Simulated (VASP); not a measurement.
# Eu (Im-3m) in VASP: notebook

Eu is run at these levels: PBE; tasks: single point.

Program: VASP 6.6.1. These are calculated values, not measurements. Logs are shortened: lines on timing, memory, paths and dates and some standing lists are left out, and cuts for length are marked.

**1. The cell of the first run**

Symmetry: Im-3m, No. 229, cubic system. Conventional cell: a = 4.551 Å, b = 4.551 Å, c = 4.551 Å, α = 90.00°, β = 90.00°, γ = 90.00°. Eu (site symmetry m-3m) has 14 Eu at 3.94 to 4.55 Å within 5.2 Å.

**2. Single point, PBE, collinear spin, ferromagnetic start**

Contents of INCAR:

```
ALGO     = Normal         # electronic algorithm
EDIFF    = 1E-6           # SCF threshold, eV
ENCUT    = 520            # plane-wave cutoff, eV
GGA      = PE             # functional
ISIF     = 2              # what is computed and relaxed
ISMEAR   = -1             # smearing method
ISPIN    = 2              # spin polarisation
LASPH    = True           # aspherical terms in the spheres
LCHARG   = True           # write CHGCAR
LELF     = True           # ELF
LMAXMIX  = 6              # l up to which the mixer works
LORBIT   = 11             # projections on sites
LREAL    = False          # projectors in reciprocal space
LVHAR    = True         
LWAVE    = False          # write WAVECAR
MAGMOM   = 7              # initial moments
NBANDS   = 18             # bands
NELM     = 150            # most SCF steps
PREC     = Accurate       # precision mode
SIGMA    = 0.03           # smearing width, eV
```

Contents of KPOINTS:

```
k-points
0
Gamma
  11 11 11
```

Contents of POSCAR:

```
Eu
1.0
   -2.2755000000      2.2755000000      2.2755000000
    2.2755000000     -2.2755000000      2.2755000000
    2.2755000000      2.2755000000     -2.2755000000
Eu
1
Direct
    0.0000000000      0.0000000000      0.0000000000
```

Potentials or basis: VASP PAW PBE potentials, release 64 (Eu).

The run is started by

```
$ cat potpaw_PBE.64/Eu/POTCAR > POTCAR
$ mpirun -np 1 vasp_std > vasp.out
```

OUTCAR:

```text
EDIFF = 1E-6
   ENCUT = 520
   GGA = PE
   ISIF = 2
   ISMEAR = -1
   ISPIN = 2
   LASPH = True
   LORBIT = 11
   LREAL = False
   NELM = 150
   PREC = Accurate

 ion  position               nearest neighbor table
   1  0.000  0.000  0.000-

  LATTYP: Found a body centered cubic cell.
 ALAT       =     4.5510000000

  Lattice vectors:

 A1 = (  -2.2755000000,   2.2755000000,   2.2755000000)
 A2 = (   2.2755000000,  -2.2755000000,   2.2755000000)
 A3 = (   2.2755000000,   2.2755000000,  -2.2755000000)

Analysis of symmetry for initial positions (statically):
=====================================================================
 Subroutine PRICEL returns:
 Original cell was already a primitive cell.

 Routine SETGRP: Setting up the symmetry group for a
 body centered cubic supercell.

 Subroutine GETGRP returns: Found 48 space group operations
 (whereof 48 operations were pure point group operations)
 out of a pool of 48 trial point group operations.

The static configuration has the point symmetry O_h .

Analysis of symmetry for dynamics (positions and initial velocities):
=====================================================================
 Subroutine PRICEL returns:
 Original cell was already a primitive cell.

 Routine SETGRP: Setting up the symmetry group for a
 body centered cubic supercell.

 Subroutine GETGRP returns: Found 48 space group operations
 (whereof 48 operations were pure point group operations)
 out of a pool of 48 trial point group operations.

The dynamic configuration has the point symmetry O_h .

Analysis of structural, dynamic, and magnetic symmetry:
=====================================================================
 Subroutine PRICEL returns:
 Original cell was already a primitive cell.

 Routine SETGRP: Setting up the symmetry group for a
 body centered cubic supercell.

 Subroutine GETGRP returns: Found 48 space group operations
 (whereof 48 operations were pure point group operations)
 out of a pool of 48 trial point group operations.

The overall configuration has the point symmetry O_h .

 Subroutine INISYM returns: Found 48 space group operations
 (whereof 48 operations are pure point group operations),
 and found     1 'primitive' translations

----------------------------------------------------------------------------------------

                                     Primitive cell

  volume of cell :      47.1292

  direct lattice vectors                    reciprocal lattice vectors
    -2.275500000  2.275500000  2.275500000     0.000000000  0.219731927  0.219731927
     2.275500000 -2.275500000  2.275500000     0.219731927  0.000000000  0.219731927
     2.275500000  2.275500000 -2.275500000     0.219731927  0.219731927  0.000000000

  length of vectors
     3.941281613  3.941281613  3.941281613     0.310747871  0.310747871  0.310747871

  position of ions in fractional coordinates (direct lattice)
     0.000000000  0.000000000  0.000000000

  ion indices of the primitive-cell ions
   primitive index   ion index
                 1           1

----------------------------------------------------------------------------------------

 KPOINTS: k-points

Automatic generation of k-mesh.
 Grid dimensions read from file:
 generate k-points for:   11   11   11

 Generating k-lattice:

  Cartesian coordinates                     Fractional coordinates (reciprocal lattice)
     0.000000000  0.019975630  0.019975630     0.090909091  0.000000000  0.000000000
     0.019975630  0.000000000  0.019975630     0.000000000  0.090909091  0.000000000
     0.019975630  0.019975630  0.000000000     0.000000000  0.000000000  0.090909091

  Length of vectors
     0.028249806  0.028249806  0.028249806

  Shift w.r.t. Gamma in fractional coordinates (k-lattice)
     0.000000000  0.000000000  0.000000000

 Subroutine IBZKPT returns following result:
 ===========================================

 Found     56 irreducible k-points:

 Following reciprocal coordinates:
            Coordinates               Weight
  0.000000  0.000000  0.000000      1.000000
  0.090909  0.000000  0.000000     12.000000
  0.181818  0.000000  0.000000     12.000000
  0.272727  0.000000  0.000000     12.000000
  0.363636  0.000000  0.000000     12.000000
  0.454545  0.000000  0.000000     12.000000
[... 16 lines left out ...]
  0.272727  0.181818  0.090909     48.000000
  0.363636  0.181818  0.090909     24.000000
 [... further k-points ...]
   k-points           NKPTS =     56   k-points in BZ     NKDIM =     56   number of bands    NBANDS=     18
   number of dos      NEDOS =    301   number of ions     NIONS =      1
   total plane-waves  NPLWV =  27000
   dimension x,y,z NGX =    30 NGY =   30 NGZ =   30
   dimension x,y,z NGXF=    60 NGYF=   60 NGZF=   60
   ions per type =               1
   NGX,Y,Z   is equivalent  to a cutoff of  12.65, 12.65, 12.65 a.u.
   NGXF,Y,Z  is equivalent  to a cutoff of  25.31, 25.31, 25.31 a.u.
 SYSTEM =  unknown system
   PREC   = accura    normal or accurate (medium, high low for compatibility)
   ISTART =      0    job   : 0-new  1-cont  2-samecut
   ICHARG =      2    charge: 1-file 2-atom 10-const
   ISPIN  =      2    spin polarized calculation?
   LNONCOLLINEAR =      F non collinear calculations
   LSORBIT =      F    spin-orbit coupling
   LASPH  =      T    aspherical Exc in radial PAW
   ENCUT  =  520.0 eV  38.22 Ry    6.18 a.u.   7.33  7.33  7.33*2*pi/ulx,y,z
   NELM   =    150;   NELMIN=  2; NELMDL= -5     # of ELM steps
   EDIFF  = 0.1E-05   stopping-criterion for ELM
   LREAL  =      F    real-space projection
   EDIFFG = 0.1E-04   stopping-criterion for IOM
   NSW    =      0    number of steps for IOM
   IBRION =     -1    ionic relax: 0-MD 1-quasi-New 2-CG
   NFREE  =      0    steps in history (QN), initial steepest desc. (CG)
   ISIF   =      2    stress and relaxation
   ISYM   =      2    0-nonsym 1-usesym 2-fastsym
   POTIM  = 0.5000    time-step for ionic-motion
   TEBEG  =    0.0;   TEEND  =   0.0 temperature during run
   PSTRESS=    0.0 pullay stress
   NELECT =      17.0000    total number of electrons
   NUPDOWN=      -1.0000    fix difference up-down
   EMIN   =  10.00;   EMAX   =-10.00  energy-range for DOS
   EFERMI =   0.00;   METHOD = LEGACY
   ISMEAR =    -1;   SIGMA  =   0.03  broadening in eV -4-tet -1-fermi 0-gaus
   EFERMI_NEDOS =   21; number of points for ismear=-14 and -15
   IALGO  =     38    algorithm
   IMIX   =      4    mixing-type and parameters
     AMIX     =   0.40;   BMIX     =  1.00
     AMIX_MAG =   1.60;   BMIX_MAG =  1.00
  volume/ion in A,a.u.               =      47.13       318.04
  Fermi-wavevector in a.u.,A,eV,Ry     =   1.165362  2.202215 18.477655  1.358069
  Thomas-Fermi vector in A             =   2.301889
   LORBIT       =     11    0 simple, 1 ext, 2 COOP (PROOUT), +10 PAW based schemes
   GGA     = PE    functional components
   LHFCALC =     F    Hartree Fock is set to
   AEXX    =    0.0000 exact exchange contribution
   IVDW    =     0    specifies the selected vdW correction
   LEPSILON=     F    determine dielectric tensor
   LRPA    =     F    only Hartree local field effects (RPA)
 spin polarized calculation
  energy-cutoff  :      520.00
  volume of cell :       47.13
 maximum number of plane-waves:      1283
 NGX is ok and might be reduce to    30
   NGX = 15   NGY = 15   NGZ = 15

 number of electron      17.0000004 magnetization       7.2863875

 Free energy of the ion-electron system (eV)
  ---------------------------------------------------
  ext. energy  EPLUGINS =         0.00000000
  ---------------------------------------------------
  free energy    TOTEN  =       -11.41320131 eV

  energy without entropy =      -11.40850967  energy(sigma->0) =      -11.41085549

 E-fermi :   1.7236     XC(G=0):  -8.3840

 val. band max:        1.7219605336   @ k =  -0.4545   0.4545   0.3636
 cond. band min:       1.7433441572   @ k =  -0.4545   0.4545   0.2727
 fundamental gap:      0.0213836235
 Fermi energy:         1.7235840466

 spin component 1

 k-point     1 :       0.0000    0.0000    0.0000
  band No.  band energies     occupation
      1     -40.0263      1.00000
      2     -18.6568      1.00000
      3     -18.6568      1.00000
      4     -18.6568      1.00000
      5      -2.4876      1.00000
      6       1.2055      1.00000
[... 10 lines left out ...]
     17       4.9654      0.00000
     18      10.6645      0.00000

 k-point     2 :       0.0909    0.0000    0.0000
  band No.  band energies     occupation
      1     -40.0247      1.00000
      2     -18.6819      1.00000
      3     -18.6650      1.00000
      4     -18.6569      1.00000
      5      -2.3184      1.00000
      6       1.2047      1.00000
[... 10 lines left out ...]
     17       4.9741      0.00000
     18      10.8109      0.00000
[... 442 lines left out ...]
 k-point    24 :       0.3636    0.1818    0.0909
  band No.  band energies     occupation
      1     -40.0047      1.00000
      2     -18.9056      1.00000
      3     -18.7941      1.00000
      4     -18.7045      1.00000
      5       0.8378      1.00000
      6       1.2170      1.00000
[... 10 lines left out ...]
     17       6.4432      0.00000
     18       7.7518      0.00000

 [... further k-points ...]

 spin component 2

 k-point     1 :       0.0000    0.0000    0.0000
  band No.  band energies     occupation
      1     -36.8887      1.00000
      2     -16.3326      1.00000
      3     -16.3326      1.00000
      4     -16.3326      1.00000
      5      -1.8067      1.00000
      6       4.3743      0.00000
[... 10 lines left out ...]
     17       6.2871      0.00000
     18      11.6340      0.00000

 k-point     2 :       0.0909    0.0000    0.0000
  band No.  band energies     occupation
      1     -36.8865      1.00000
      2     -16.3653      1.00000
      3     -16.3430      1.00000
      4     -16.3328      1.00000
      5      -1.6303      1.00000
      6       4.2077      0.00000
[... 10 lines left out ...]
     17       6.3013      0.00000
     18      11.7848      0.00000
[... 442 lines left out ...]
 k-point    24 :       0.3636    0.1818    0.0909
  band No.  band energies     occupation
      1     -36.8598      1.00000
      2     -16.6529      1.00000
      3     -16.5088      1.00000
      4     -16.3947      1.00000
      5       1.6412      0.93969
      6       2.6715      0.00000
[... 10 lines left out ...]
     17       7.7393      0.00000
     18       9.0437      0.00000

 [... further k-points ...]

------------------------ aborting loop because EDIFF is reached ----------------------------------------

  FORCE on cell =-STRESS in cart. coord.  units (eV):
  Direction    XX          YY          ZZ          XY          YZ          ZX
  --------------------------------------------------------------------------------------
  -------------------------------------------------------------------------------------
  Total       -0.4631440     -0.4631440     -0.4631440     -0.0000000     -0.0000000     -0.0000000
  in kB      -15.7447621    -15.7447621    -15.7447621     -0.0000000     -0.0000000     -0.0000000
  external PRESSURE =     -15.7447621 kB  Pullay stress =       0.0000000 kB

 VOLUME and BASIS-vectors are now :
 -----------------------------------------------------------------------------
  energy-cutoff  :      520.00
  volume of cell :       47.13
      direct lattice vectors                 reciprocal lattice vectors
    -2.275500000  2.275500000  2.275500000     0.000000000  0.219731927  0.219731927
     2.275500000 -2.275500000  2.275500000     0.219731927  0.000000000  0.219731927
     2.275500000  2.275500000 -2.275500000     0.219731927  0.219731927  0.000000000

 POSITION                                       TOTAL-FORCE (eV/Angst)
 -----------------------------------------------------------------------------------
      0.00000      0.00000      0.00000        -0.000000     -0.000000      0.000000
 -----------------------------------------------------------------------------------
    total drift:                               -0.000000     -0.000000      0.000000

  FREE ENERGIE OF THE ION-ELECTRON SYSTEM (eV)
  ---------------------------------------------------
  free  energy   TOTEN  =       -11.4132013077 eV

  energy  without entropy=      -11.4085096727  energy(sigma->0) =      -11.41085549

 total charge

# of ion       s       p       d       f       tot
--------------------------------------------------
    1        2.081   5.718   0.244   6.677  14.719

 magnetization (x)

# of ion       s       p       d       f       tot
--------------------------------------------------
    1       -0.005  -0.099   0.113   6.675   6.684
```

It took 64 s on 1 thread of Intel Xeon 6975P-C (Granite Rapids), shared host; peak memory 0.25 GiB.

What came out:

* Free energy: -11.4132 eV
* Pressure: -1.6 GPa
* Net moment: 7.29 μB per cell
* Site moments: Eu +6.68 μB
* Valence electrons inside the program's atomic spheres: Eu 14.72

Caveat: spin-orbit coupling is left out, which moves the levels of the heavy elements; semilocal functionals describe open f shells poorly, which spoils levels, moments and volumes.

**3. Single point, PBE, non-collinear spin, typed start, spin-orbit coupling**

Contents of INCAR:

```
ALGO = Normal
EDIFF = 1E-6
ENCUT = 520
GGA = PE
GGA_COMPAT = F
ISIF = 2
ISMEAR = -1
LASPH = T
LCHARG = F
LMAXMIX = 6
LORBIT = 11
LORBMOM = T
LREAL = F
LSORBIT = T
LWAVE = F
MAGMOM = 0 0 7
NBANDS = 28
NELM = 150
PREC = Accurate
SIGMA = 0.03
```

KPOINTS is that of step 2.

POSCAR is that of step 2.

Potentials or basis: VASP PAW PBE potentials, release 64 (Eu).

The run is started by

```
$ cat potpaw_PBE.64/Eu/POTCAR > POTCAR
$ mpirun -np 1 vasp_ncl > vasp.out
```

Wall time 7.9 min (1 thread of Intel Xeon 6975P-C (Granite Rapids), shared host); peak memory 0.55 GiB.

The run converged. Its results:

```
Free energy                                           : -11.9782 eV
Pressure                                              : -1.9 GPa
Net moment                                            : 7.26 μB per cell
Valence electrons inside the program's atomic spheres : Eu 14.75
```

Stress tensor (GPa, compression positive):
```
-1.89  0.00  0.00
 0.00 -1.89  0.00
 0.00  0.00 -1.99
```

Moments on the atoms (μB; x, y, z):
```
Eu  0.00 0.00 6.65
```

Caveat: semilocal functionals describe open f shells poorly, which spoils levels, moments and volumes. The state reached can hang on the start; a lower one may exist.
